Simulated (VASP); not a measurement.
# BaTiO3 (P4mm) in VASP: single point with r2SCAN

Aim: the single point of BaTiO3 with r2SCAN.

Everything below comes from runs of VASP 6.6.1. Logs are shortened: lines on timing, memory, paths and dates and some standing lists are left out, and cuts for length are marked.

## Step 1: The cell of the first run

The structure is tetragonal, space group P4mm (No. 99). Conventional cell: a = 3.972 Å, b = 3.972 Å, c = 4.113 Å, α = 90.00°, β = 90.00°, γ = 90.00°. Within 3.7 Å of Ba (site symmetry 4mm) lie 12 O at 2.79 to 2.92 Å and 8 Ti at 3.44 to 3.53 Å. Ti (site symmetry 4mm) has 6 O at 1.82 to 2.29 Å within 2.4 Å. Within 2.6 Å of O (site symmetry 2mm) lie 2 Ti at 1.99 Å. Within 2.4 Å of O (site symmetry 4mm) lie 2 Ti at 1.82 to 2.29 Å.

## Step 2: Single point, r2SCAN

POSCAR reads:

```
BaTiO3
1.0
    3.9720920139      0.0000000000      0.0000000000
    0.0000000000      3.9720920139      0.0000000000
    0.0000000000      0.0000000000      4.1129631619
Ba Ti O
1 1 3
Direct
    0.5000000000      0.5000000000      0.5850159545
    0.0000000000      0.0000000000      0.1031311991
    0.0000000000      0.5000000000      0.0629337377
    0.5000000000      0.0000000000      0.0629337377
    0.0000000000      0.0000000000      0.5459823611
```

INCAR.step1 reads:

```
SYSTEM = BaTiO3
PREC = Accurate
ENCUT = 910
ISMEAR = 0
SIGMA = 0.02
LREAL = .FALSE.
LASPH = .TRUE.
NELM = 120
NBANDS = 28
GGA = PE
ALGO = Normal
EDIFF = 1E-5
LWAVE = .TRUE.
LCHARG = .FALSE.
GGA_COMPAT = .FALSE.
```

INCAR.step2 reads:

```
SYSTEM = BaTiO3
PREC = Accurate
ENCUT = 910
EDIFF = 1E-6
ISMEAR = 0
SIGMA = 0.02
LREAL = .FALSE.
LASPH = .TRUE.
NELM = 120
ALGO = Normal
ISIF = 2
LWAVE = .FALSE.
LCHARG = .FALSE.
METAGGA = R2SCAN
LMIXTAU = .TRUE.
NBANDS = 28
ISTART = 1
GGA_COMPAT = .FALSE.
```

KPOINTS reads:

```
Automatic mesh
0
G
  8 8 8
  0 0 0
```

Potentials or basis: VASP PAW PBE potentials, release 64 (Ba_sv, Ti_sv, O_h).

On the command line:

```bash
$ cat potpaw_PBE.64/Ba_sv/POTCAR potpaw_PBE.64/Ti_sv/POTCAR potpaw_PBE.64/O_h/POTCAR > POTCAR
$ cp INCAR.step1 INCAR
$ mpirun -np 1 vasp_std > vasp.out
$ cp INCAR.step2 INCAR
$ mpirun -np 1 vasp_std > vasp.out
```

OUTCAR:

```text
SYSTEM = BaTiO3
   PREC = Accurate
   ENCUT = 910
   EDIFF = 1E-6
   ISMEAR = 0
   LREAL = .FALSE.
   LASPH = .TRUE.
   NELM = 120
   ISIF = 2
   METAGGA = R2SCAN
   ISTART = 1

 ion  position               nearest neighbor table
   1  0.500  0.500  0.585-   3 2.79   4 2.79   4 2.79   3 2.79   5 2.81   5 2.81   5 2.81   5 2.81
                             3 2.92   4 2.92   3 2.92   4 2.92   2 3.44   2 3.44   2 3.44   2 3.44
   2  0.000  0.000  0.103-   5 1.82   4 1.99   3 1.99   3 1.99   4 1.99   1 3.44   1 3.44   1 3.44
                             1 3.44   1 3.53   1 3.53   1 3.53   1 3.53
   3  0.000  0.500  0.063-   2 1.99   2 1.99   1 2.79   1 2.79   1 2.92   1 2.92
   4  0.500  0.000  0.063-   2 1.99   2 1.99   1 2.79   1 2.79   1 2.92   1 2.92
   5  0.000  0.000  0.546-   2 1.82   1 2.81   1 2.81   1 2.81   1 2.81

  LATTYP: Found a simple tetragonal cell.
 ALAT       =     3.9720920139
 C/A-ratio  =     1.0354652278

  Lattice vectors:

 A1 = (   3.9720920139,   0.0000000000,   0.0000000000)
 A2 = (   0.0000000000,   3.9720920139,   0.0000000000)
 A3 = (   0.0000000000,   0.0000000000,   4.1129631619)

Analysis of symmetry for initial positions (statically):
=====================================================================
 Subroutine PRICEL returns:
 Original cell was already a primitive cell.

 Routine SETGRP: Setting up the symmetry group for a
 simple tetragonal supercell.

 Subroutine GETGRP returns: Found  8 space group operations
 (whereof  8 operations were pure point group operations)
 out of a pool of 16 trial point group operations.

The static configuration has the point symmetry C_4v.

Analysis of symmetry for dynamics (positions and initial velocities):
=====================================================================
 Subroutine PRICEL returns:
 Original cell was already a primitive cell.

 Routine SETGRP: Setting up the symmetry group for a
 simple tetragonal supercell.

 Subroutine GETGRP returns: Found  8 space group operations
 (whereof  8 operations were pure point group operations)
 out of a pool of 16 trial point group operations.

The dynamic configuration has the point symmetry C_4v.

 Subroutine INISYM returns: Found  8 space group operations
 (whereof  8 operations are pure point group operations),
 and found     1 'primitive' translations

[... 98 lines left out ...]
   ENCUT  =  910.0 eV  66.88 Ry    8.18 a.u.   9.77  9.77 10.12*2*pi/ulx,y,z
   NELM   =    120;   NELMIN=  2; NELMDL=  0     # of ELM steps
   EDIFF  = 0.1E-05   stopping-criterion for ELM
   LREAL  =      F    real-space projection
   EDIFFG = 0.1E-04   stopping-criterion for IOM
   NSW    =      0    number of steps for IOM
   IBRION =     -1    ionic relax: 0-MD 1-quasi-New 2-CG
   NFREE  =      0    steps in history (QN), initial steepest desc. (CG)
   ISIF   =      2    stress and relaxation
   ISYM   =      2    0-nonsym 1-usesym 2-fastsym
   POTIM  = 0.5000    time-step for ionic-motion
   TEBEG  =    0.0;   TEEND  =   0.0 temperature during run
   PSTRESS=    0.0 pullay stress
   NELECT =      40.0000    total number of electrons
   NUPDOWN=      -1.0000    fix difference up-down
   EMIN   =  10.00;   EMAX   =-10.00  energy-range for DOS
   EFERMI =   0.00;   METHOD = LEGACY
   ISMEAR =     0;   SIGMA  =   0.02  broadening in eV -4-tet -1-fermi 0-gaus
   EFERMI_NEDOS =   21; number of points for ismear=-14 and -15
   IALGO  =     38    algorithm
   IMIX   =      4    mixing-type and parameters
     AMIX     =   0.40;   BMIX     =  1.00
     AMIX_MAG =   1.60;   BMIX_MAG =  1.00
  volume/ion in A,a.u.               =      12.98        87.58
  Fermi-wavevector in a.u.,A,eV,Ry     =   1.393254  2.632869 26.411047  1.941157
  Thomas-Fermi vector in A             =   2.516918
   LORBIT       =      0    0 simple, 1 ext, 2 COOP (PROOUT), +10 PAW based schemes
   METAGGA = R2SCAN    functional components
   LHFCALC =     F    Hartree Fock is set to
   AEXX    =    0.0000 exact exchange contribution
   IVDW    =     0    specifies the selected vdW correction
   LEPSILON=     F    determine dielectric tensor
   LRPA    =     F    only Hartree local field effects (RPA)
 non-spin polarized calculation
 Gauss-broadening in eV      SIGMA  =   0.02
  energy-cutoff  :      910.00
  volume of cell :       64.89
 maximum number of plane-waves:      4076
 NGX is ok and might be reduce to    40
   NGX = 19   NGY = 19   NGZ = 21

 number of electron      40.0000005 magnetization

 Free energy of the ion-electron system (eV)
  ---------------------------------------------------
  ext. energy  EPLUGINS =         0.00000000
  ---------------------------------------------------
  free energy    TOTEN  =       -74.29596859 eV

  energy without entropy =      -74.29596859  energy(sigma->0) =      -74.29596859

 E-fermi :   4.0900     XC(G=0): -11.8359

 val. band max:        3.9483066490   @ k =   0.5000   0.5000   0.5000
 cond. band min:       6.1681939570   @ k =   0.0000   0.0000   0.0000
 fundamental gap:      2.2198873081
 Fermi energy:         4.0899510596

 k-point     1 :       0.0000    0.0000    0.0000
  band No.  band energies     occupation
      1     -54.8480      2.00000
      2     -30.1168      2.00000
      3     -30.0032      2.00000
      4     -30.0032      2.00000
      5     -21.7564      2.00000
      6     -14.0425      2.00000
[... 733 lines left out ...]
     27      12.3580      0.00000
     28      13.1769      0.00000

 [... further k-points ...]

------------------------ aborting loop because EDIFF is reached ----------------------------------------

  FORCE on cell =-STRESS in cart. coord.  units (eV):
  Direction    XX          YY          ZZ          XY          YZ          ZX
  --------------------------------------------------------------------------------------
  -------------------------------------------------------------------------------------
  Total        0.6923388      0.6923388      0.7114326      0.0000000      0.0000000      0.0000000
  in kB       17.0936911     17.0936911     17.5651120      0.0000000      0.0000000      0.0000000
  external PRESSURE =      17.2508314 kB  Pullay stress =       0.0000000 kB

 VOLUME and BASIS-vectors are now :
 -----------------------------------------------------------------------------
  energy-cutoff  :      910.00
  volume of cell :       64.89
      direct lattice vectors                 reciprocal lattice vectors
     3.972092014  0.000000000  0.000000000     0.251756504  0.000000000  0.000000000
     0.000000000  3.972092014  0.000000000     0.000000000  0.251756504  0.000000000
     0.000000000  0.000000000  4.112963162     0.000000000  0.000000000  0.243133712

 POSITION                                       TOTAL-FORCE (eV/Angst)
 -----------------------------------------------------------------------------------
      1.98605      1.98605      2.40615        -0.000000      0.000000     -0.032836
      0.00000      0.00000      0.42417         0.000000     -0.000000     -0.119529
      0.00000      1.98605      0.25884         0.000000     -0.000000      0.014191
      1.98605      0.00000      0.25884        -0.000000     -0.000000      0.014191
      0.00000      0.00000      2.24561        -0.000000     -0.000000      0.123983
 -----------------------------------------------------------------------------------
    total drift:                                0.000000      0.000000      0.004324

  FREE ENERGIE OF THE ION-ELECTRON SYSTEM (eV)
  ---------------------------------------------------
  free  energy   TOTEN  =       -74.2959685893 eV

  energy  without entropy=      -74.2959685893  energy(sigma->0) =      -74.29596859
```

OSZICAR.step1:

```text
N       E                     dE             d eps       ncg     rms          rms(c)
DAV:   1     0.582376561871E+03    0.58238E+03   -0.26669E+04  4200   0.228E+03
DAV:   2     0.620434726170E+02   -0.52033E+03   -0.49479E+03  4328   0.536E+02
DAV:   3    -0.444486520155E+02   -0.10649E+03   -0.10208E+03  6608   0.193E+02
DAV:   4    -0.504060518106E+02   -0.59574E+01   -0.59285E+01  5184   0.454E+01
DAV:   5    -0.506501553478E+02   -0.24410E+00   -0.24392E+00  6672   0.865E+00    0.238E+01
DAV:   6    -0.401320200562E+02    0.10518E+02   -0.54849E+01  6384   0.673E+01    0.101E+01
DAV:   7    -0.401963934525E+02   -0.64373E-01   -0.11280E+01  5892   0.240E+01    0.719E+00
DAV:   8    -0.400336350374E+02    0.16276E+00   -0.69028E-01  5076   0.727E+00    0.389E+00
DAV:   9    -0.400575356696E+02   -0.23901E-01   -0.39197E-01  6308   0.575E+00    0.154E+00
DAV:  10    -0.400410656238E+02    0.16470E-01   -0.11951E-01  5540   0.340E+00    0.689E-01
DAV:  11    -0.400361783727E+02    0.48873E-02   -0.13485E-02  5732   0.108E+00    0.355E-01
DAV:  12    -0.400352670789E+02    0.91129E-03   -0.56735E-03  5192   0.467E-01    0.491E-02
DAV:  13    -0.400352456130E+02    0.21466E-04   -0.30792E-04  5072   0.158E-01    0.232E-02
DAV:  14    -0.400352643326E+02   -0.18720E-04   -0.74976E-05  5336   0.634E-02    0.268E-02
DAV:  15    -0.400352592656E+02    0.50670E-05   -0.66939E-05  4892   0.846E-02
   1 F= -.40035259E+02 E0= -.40035259E+02  d E =-.604915E-16
```

Wall time 10 min (1 thread of Intel Xeon Platinum 8488C (Sapphire Rapids), shared host); peak memory 0.48 GiB.

Results:

```yaml
Free_energy: -74.2960 eV
Pressure: 1.7 GPa
Largest_force: 0.124 eV/Å
Band_gap_on_the_k_mesh: 2.22 eV (least direct gap 2.72 eV)
```

Forces in eV/Å, atoms in the order of the input:
```
Ba   0.000  0.000 -0.033
Ti   0.000  0.000 -0.120
O    0.000  0.000  0.014
O    0.000  0.000  0.014
O    0.000  0.000  0.124
```

Levels at points of the mesh, in eV from the valence-band top:
```tsv
k point	band 17	band 18	band 19	band 20	band 21	band 22	band 23	band 24
(0.00, 0.00, 0.00)	-1.32	-0.73	-0.50	-0.50	2.22	2.70	2.70	4.39
(0.50, 0.00, 0.00)	-1.95	-1.72	-1.40	-1.22	2.80	3.90	3.99	4.47
(0.50, 0.50, 0.00)	-2.01	-1.13	-1.13	-0.07	4.02	4.02	4.40	4.78
(0.00, 0.00, 0.50)	-2.05	-2.03	-0.76	-0.76	2.35	3.91	3.91	4.38
(0.50, 0.00, 0.50)	-1.86	-1.10	-1.04	-0.42	3.92	3.94	4.26	5.26
(0.50, 0.50, 0.50)	-2.60	-0.34	-0.34	0.00	4.51	4.51	4.59	6.84
```

Caveat: the PAW data sets were made with another functional, which shifts forces and pressure a little; spin-orbit coupling is left out, which moves the levels of the heavy elements. A k mesh can miss the band edges.
